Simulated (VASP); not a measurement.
# ErSc2Sb3 (Immm) in VASP: relaxation of cell and atoms with PBE

Aim: the relaxation of cell and atoms of ErSc2Sb3 with PBE.

All numbers are computed with VASP 6.6.1; they aren't measurements. Logs are shortened: lines on timing, memory, paths and dates and some standing lists are left out, and cuts for length are marked.

**1. The cell of the first run**

Symmetry: Immm, No. 71, orthorhombic system. The conventional cell has a = 4.222 Å, b = 5.991 Å, c = 12.657 Å, α = 90.00°, β = 90.00°, γ = 90.00°. Within 3.9 Å of Er (site symmetry mmm) lie 6 Sb at 3.00 to 3.04 Å. Sc (site symmetry mm2) has 6 Sb at 2.94 to 3.00 Å within 3.9 Å. Sb (site symmetry mm2) has 4 Sc at 2.94 to 3.00 Å and 2 Er at 3.04 Å within 3.9 Å. Within 3.9 Å of Sb (site symmetry mmm) lie 4 Sc at 2.97 Å and 2 Er at 3.00 Å.

The cell was generated, and may not be a known phase.

**2. Relaxation of cell and atoms, PBE**

INCAR

```
SYSTEM = ErSc2Sb3
ALGO     = Normal         ! electronic algorithm
EDIFF    = 1E-7           ! SCF threshold, eV
EDIFFG   = -0.01          ! ionic threshold
ENCUT    = 500            ! plane-wave cutoff, eV
GGA      = PE             ! functional
GGA_COMPAT= .False.      
IBRION   = 2              ! ionic algorithm
ISIF     = 3              ! what is computed and relaxed
ISMEAR   = 0              ! smearing method
LASPH    = .True.         ! aspherical terms in the spheres
LCHARG   = .False.        ! write CHGCAR
LMAXMIX  = 6              ! l up to which the mixer works
LREAL    = .False.        ! projectors in reciprocal space
LWAVE    = .False.        ! write WAVECAR
NELM     = 200            ! most SCF steps
NELMIN   = 4            
NSW      = 100            ! ionic steps
PREC     = Accurate       ! precision mode
SIGMA    = 0.1            ! smearing width, eV
```

KPOINTS

```
k-points
0
Gamma
  10 10 10
  0 0 0
```

POSCAR

```
ErSc2Sb3
1.0
   -2.1108092565      2.9956120671      6.3283744663
    2.1108092565     -2.9956120671      6.3283744663
    2.1108092565      2.9956120671     -6.3283744663
Er Sc Sb
1 2 3
Direct
    0.0000000000      0.5000000000      0.5000000000
    0.6646095740      0.1646095740      0.5000000000
    0.3353904260      0.8353904260      0.5000000000
    0.1733913763      0.1733913763      1.0000000000
    0.8266086237      0.8266086237      1.0000000000
    0.5000000000      0.5000000000      1.0000000000
```

Potentials or basis: VASP PAW PBE potentials, release 64 (Er_3, Sc_sv, Sb), 4f in core.

Run with:

```bash
> cat potpaw_PBE.64/Er_3/POTCAR potpaw_PBE.64/Sc_sv/POTCAR potpaw_PBE.64/Sb/POTCAR > POTCAR
> mpirun -np 1 vasp_std > vasp.out
```

OUTCAR:

```text
SYSTEM = ErSc2Sb3
   EDIFF = 1E-7
   EDIFFG = -0.01
   ENCUT = 500
   GGA = PE
   IBRION = 2
   ISIF = 3
   ISMEAR = 0
   LASPH = .True.
   LREAL = .False.
   NELM = 200
   NELMIN = 4
   NSW = 100
   PREC = Accurate

 ion  position               nearest neighbor table
   1  0.000  0.500  0.500-   6 3.00   6 3.00   4 3.04   5 3.04   5 3.04   4 3.04
   2  0.665  0.165  0.500-   5 2.94   5 2.94   6 2.97   6 2.97   4 3.00   4 3.00
   3  0.335  0.835  0.500-   4 2.94   4 2.94   6 2.97   6 2.97   5 3.00   5 3.00
   4  0.173  0.173  0.000-   3 2.94   3 2.94   2 3.00   2 3.00   1 3.04   1 3.04
   5  0.827  0.827  0.000-   2 2.94   2 2.94   3 3.00   3 3.00   1 3.04   1 3.04
   6  0.500  0.500  0.000-   3 2.97   3 2.97   2 2.97   2 2.97   1 3.00   1 3.00

  LATTYP: Found a body centered orthorhombic cell.
 ALAT       =     4.2216185130
 B/A-ratio  =     1.4191770563
 C/A-ratio  =     2.9980797397

  Lattice vectors:

 A1 = (  -2.1108092565,   2.9956120671,   6.3283744663)
 A2 = (   2.1108092565,  -2.9956120671,   6.3283744663)
 A3 = (   2.1108092565,   2.9956120671,  -6.3283744663)

Analysis of symmetry for initial positions (statically):
=====================================================================
 Subroutine PRICEL returns:
 Original cell was already a primitive cell.

 Routine SETGRP: Setting up the symmetry group for a
 body centered orthorhombic supercell.

 Subroutine GETGRP returns: Found  8 space group operations
 (whereof  8 operations were pure point group operations)
 out of a pool of  8 trial point group operations.

The static configuration has the point symmetry D_2h.

Analysis of symmetry for dynamics (positions and initial velocities):
=====================================================================
 Subroutine PRICEL returns:
 Original cell was already a primitive cell.

 Routine SETGRP: Setting up the symmetry group for a
 body centered orthorhombic supercell.

 Subroutine GETGRP returns: Found  8 space group operations
 (whereof  8 operations were pure point group operations)
 out of a pool of  8 trial point group operations.

The dynamic configuration has the point symmetry D_2h.

 Subroutine INISYM returns: Found  8 space group operations
 (whereof  8 operations are pure point group operations),
 and found     1 'primitive' translations

----------------------------------------------------------------------------------------

                                     Primitive cell

  volume of cell :     160.0614

  direct lattice vectors                    reciprocal lattice vectors
    -2.110809257  2.995612067  6.328374466     0.000000000  0.166910798  0.079009231
     2.110809257 -2.995612067  6.328374466     0.236875975  0.000000000  0.079009231
     2.110809257  2.995612067 -6.328374466     0.236875975  0.166910798  0.000000000

  length of vectors
     7.312833292  7.312833292  7.312833292     0.184666383  0.249705198  0.289774812

  position of ions in fractional coordinates (direct lattice)
     0.000000000  0.500000000  0.500000000
     0.664609574  0.164609574  0.500000000
     0.335390426  0.835390426  0.500000000
     0.173391376  0.173391376  0.000000000
     0.826608624  0.826608624  0.000000000
     0.500000000  0.500000000  0.000000000

  ion indices of the primitive-cell ions
   primitive index   ion index
                 1           1
                 2           2
                 3           3
                 4           4
                 5           5
                 6           6

----------------------------------------------------------------------------------------

 KPOINTS: k-points

Automatic generation of k-mesh.
 Grid dimensions read from file:
 generate k-points for:   10   10   10

 Generating k-lattice:

  Cartesian coordinates                     Fractional coordinates (reciprocal lattice)
     0.000000000  0.016691080  0.007900923     0.100000000 -0.000000000  0.000000000
     0.023687597  0.000000000  0.007900923    -0.000000000  0.100000000  0.000000000
     0.023687597  0.016691080  0.000000000     0.000000000  0.000000000  0.100000000

  Length of vectors
     0.018466638  0.024970520  0.028977481

  Shift w.r.t. Gamma in fractional coordinates (k-lattice)
     0.000000000  0.000000000  0.000000000

 Subroutine IBZKPT returns following result:
 ===========================================

 Found    171 irreducible k-points:

 Following reciprocal coordinates:
            Coordinates               Weight
  0.000000  0.000000  0.000000      1.000000
  0.100000  0.000000 -0.000000      4.000000
  0.200000  0.000000 -0.000000      4.000000
  0.300000  0.000000 -0.000000      4.000000
  0.400000  0.000000 -0.000000      4.000000
  0.500000  0.000000 -0.000000      2.000000
[... 16 lines left out ...]
 -0.400000  0.200000  0.000000      8.000000
 -0.300000  0.200000  0.000000      8.000000
 [... further k-points ...]
   k-points           NKPTS =    171   k-points in BZ     NKDIM =    171   number of bands    NBANDS=     27
   number of dos      NEDOS =    301   number of ions     NIONS =      6
   total plane-waves  NPLWV = 157464
   dimension x,y,z NGX =    54 NGY =   54 NGZ =   54
   dimension x,y,z NGXF=   108 NGYF=  108 NGZF=  108
   ions per type =               1   2   3
   NGX,Y,Z   is equivalent  to a cutoff of  12.28, 12.28, 12.28 a.u.
   NGXF,Y,Z  is equivalent  to a cutoff of  24.55, 24.55, 24.55 a.u.
 SYSTEM =  ErSc2Sb3
   PREC   = accura    normal or accurate (medium, high low for compatibility)
   ISTART =      0    job   : 0-new  1-cont  2-samecut
   ICHARG =      2    charge: 1-file 2-atom 10-const
   ISPIN  =      1    spin polarized calculation?
   LNONCOLLINEAR =      F non collinear calculations
   LSORBIT =      F    spin-orbit coupling
   LASPH  =      T    aspherical Exc in radial PAW
   ENCUT  =  500.0 eV  36.75 Ry    6.06 a.u.  13.33 13.33 13.33*2*pi/ulx,y,z
   NELM   =    200;   NELMIN=  4; NELMDL= -5     # of ELM steps
   EDIFF  = 0.1E-06   stopping-criterion for ELM
   LREAL  =      F    real-space projection
   EDIFFG = -.1E-01   stopping-criterion for IOM
   NSW    =    100    number of steps for IOM
   IBRION =      2    ionic relax: 0-MD 1-quasi-New 2-CG
   NFREE  =      1    steps in history (QN), initial steepest desc. (CG)
   ISIF   =      3    stress and relaxation
   ISYM   =      2    0-nonsym 1-usesym 2-fastsym
   POTIM  = 0.5000    time-step for ionic-motion
   TEBEG  =    0.0;   TEEND  =   0.0 temperature during run
   PSTRESS=    0.0 pullay stress
   NELECT =      46.0000    total number of electrons
   NUPDOWN=      -1.0000    fix difference up-down
   EMIN   =  10.00;   EMAX   =-10.00  energy-range for DOS
   EFERMI =   0.00;   METHOD = LEGACY
   ISMEAR =     0;   SIGMA  =   0.10  broadening in eV -4-tet -1-fermi 0-gaus
   EFERMI_NEDOS =   21; number of points for ismear=-14 and -15
   IALGO  =     38    algorithm
   IMIX   =      4    mixing-type and parameters
     AMIX     =   0.40;   BMIX     =  1.00
     AMIX_MAG =   1.60;   BMIX_MAG =  1.00
  volume/ion in A,a.u.               =      26.68       180.02
  Fermi-wavevector in a.u.,A,eV,Ry     =   1.080352  2.041569 15.880176  1.167160
  Thomas-Fermi vector in A             =   2.216341
   LORBIT       =      0    0 simple, 1 ext, 2 COOP (PROOUT), +10 PAW based schemes
   GGA     = PE    functional components
   LHFCALC =     F    Hartree Fock is set to
   AEXX    =    0.0000 exact exchange contribution
   IVDW    =     0    specifies the selected vdW correction
   LEPSILON=     F    determine dielectric tensor
   LRPA    =     F    only Hartree local field effects (RPA)
 conjugate gradient relaxation of ions
 non-spin polarized calculation
 Gauss-broadening in eV      SIGMA  =   0.10
  energy-cutoff  :      500.00
  volume of cell :      160.06
 maximum number of plane-waves:      4086
 NGX is ok and might be reduce to    54
   NGX = 27   NGY = 27   NGZ = 27

--------------------------------------- Ionic step        1  -------------------------------------------

 number of electron      46.0000001 magnetization

 Free energy of the ion-electron system (eV)
  ---------------------------------------------------
  ext. energy  EPLUGINS =         0.00000000
  ---------------------------------------------------
  free energy    TOTEN  =       -35.28675819 eV

  energy without entropy =      -35.28176202  energy(sigma->0) =      -35.28426010

------------------------ aborting loop because EDIFF is reached ----------------------------------------

  FORCE on cell =-STRESS in cart. coord.  units (eV):
  Direction    XX          YY          ZZ          XY          YZ          ZX
  --------------------------------------------------------------------------------------
  -------------------------------------------------------------------------------------
  Total        0.2097155      0.2169701      0.2291743      0.0000000      0.0000000      0.0000000
  in kB        2.0992030      2.1718196      2.2939809      0.0000000      0.0000000      0.0000000
  external PRESSURE =       2.1883345 kB  Pullay stress =       0.0000000 kB
[... 185 lines left out ...]
  energy  without entropy=      -35.2821539678  energy(sigma->0) =      -35.28466600

--------------------------------------- Ionic step        6  -------------------------------------------

 number of electron      46.0000000 magnetization

 Free energy of the ion-electron system (eV)
  ---------------------------------------------------
  ext. energy  EPLUGINS =         0.00000000
  ---------------------------------------------------
  free energy    TOTEN  =       -35.28719598 eV

  energy without entropy =      -35.28217180  energy(sigma->0) =      -35.28468389

 E-fermi :   5.6539     XC(G=0):  -9.9030

 val. band max:        5.6476242704   @ k =  -0.2000  -0.2000   0.2000
 cond. band min:       5.6641850765   @ k =   0.2000   0.0000  -0.0000
 fundamental gap:      0.0165608061
 Fermi energy:         5.6538832021

 k-point     1 :       0.0000    0.0000    0.0000
  band No.  band energies     occupation
      1     -44.4162      2.00000
      2     -44.4146      2.00000
      3     -23.0509      2.00000
      4     -23.0445      2.00000
      5     -23.0394      2.00000
      6     -23.0322      2.00000
[... 709 lines left out ...]
     26       7.1836      0.00000
     27       7.2326      0.00000

 [... further k-points ...]

------------------------ aborting loop because EDIFF is reached ----------------------------------------

  FORCE on cell =-STRESS in cart. coord.  units (eV):
  Direction    XX          YY          ZZ          XY          YZ          ZX
  --------------------------------------------------------------------------------------
  -------------------------------------------------------------------------------------
  Total       -0.0019343     -0.0019622     -0.0017577      0.0000000      0.0000000      0.0000000
  in kB       -0.0192966     -0.0195749     -0.0175353      0.0000000      0.0000000      0.0000000
  external PRESSURE =      -0.0188023 kB  Pullay stress =       0.0000000 kB
[... 21 lines left out ...]
  FREE ENERGIE OF THE ION-ELECTRON SYSTEM (eV)
  ---------------------------------------------------
  free  energy   TOTEN  =       -35.2871959838 eV

  energy  without entropy=      -35.2821717986  energy(sigma->0) =      -35.28468389

 reached required accuracy - stopping structural energy minimisation
```

Wall time 48 min (1 thread of Intel Xeon 6975P-C (Granite Rapids), shared host); peak memory 0.99 GiB.

What came out:

```
Free energy                           : -35.2872 eV
Relaxed volume                        : 26.77 Å³/atom
Relaxed cell                          : a = 7.322 Å, b = 7.322 Å, c = 7.322 Å, α = 146.46°, β = 131.64°, γ = 60.14°
Space group after relaxing (to 0.1 Å) : Immm (No. 71)
Energy gained by relaxing             : 0.1 meV/atom
Ionic steps                           : 6
Pressure after relaxing               : 0.0 GPa
Largest force after relaxing          : 0.005 eV/Å
Band gap on the k mesh                : zero (bands 23 and 24 overlap by 1.34 eV)
```

Forces on the atoms (eV/Å):
```
Er   0.000  0.000  0.000
Sc   0.000  0.000 -0.005
Sc   0.000  0.000  0.005
Sb   0.000  0.000 -0.001
Sb   0.000  0.000  0.001
Sb   0.000  0.000  0.000
```

The path:
| step | energy change (eV) | largest force (eV/Å) | pressure (GPa) | volume (Å³) |
| --- | --- | --- | --- | --- |
| 1 | 0.0000 | 0.0247 | 0.22 | 160.06 |
| 2 | -0.0003 | 0.0133 | -0.12 | 160.91 |
| 3 | -0.0004 | 0.0174 | -0.01 | 160.62 |
| 4 | -0.0004 | 0.0172 | -0.01 | 160.63 |
| 5 | -0.0004 | 0.0108 | -0.01 | 160.62 |
| 6 | -0.0004 | 0.0055 | 0.00 | 160.60 |

Final structure:
```
CELL_PARAMETERS angstrom
-2.11272 2.99913 6.33658
2.11272 -2.99913 6.33658
2.11272 2.99913 -6.33658
ATOMIC_POSITIONS crystal
Er 0.00000 0.50000 0.50000
Sc 0.66458 0.16458 0.50000
Sc 0.33542 0.83542 0.50000
Sb 0.17364 0.17364 0.00000
Sb 0.82636 0.82636 0.00000
Sb 0.50000 0.50000 0.00000
```

Levels at points of the mesh, in eV from the Fermi level:
| k point | band 20 | band 21 | band 22 | band 23 | band 24 | band 25 | band 26 | band 27 |
| --- | --- | --- | --- | --- | --- | --- | --- | --- |
| (0.00, 0.00, 0.00) | -1.49 | 0.77 | 0.81 | 0.83 | 0.97 | 0.99 | 1.00 | 1.18 |
| (0.50, 0.00, 0.00) | -1.47 | -1.37 | -1.03 | -0.94 | 0.71 | 0.90 | 1.50 | 1.93 |
| (0.00, 0.50, 0.00) | -1.71 | -1.53 | -0.90 | -0.86 | -0.50 | 1.17 | 1.23 | 1.66 |
| (0.50, 0.50, 0.00) | -2.03 | -1.71 | -1.67 | -1.64 | 1.42 | 1.56 | 1.71 | 1.77 |
| (0.50, 0.50, 0.50) | -1.20 | -1.08 | -0.89 | -0.86 | -0.50 | 1.08 | 1.34 | 1.46 |

Caveat: spin-orbit coupling is left out, which moves the levels of the heavy elements; the 4f electrons are frozen in the core, so they carry no moment and show no levels.
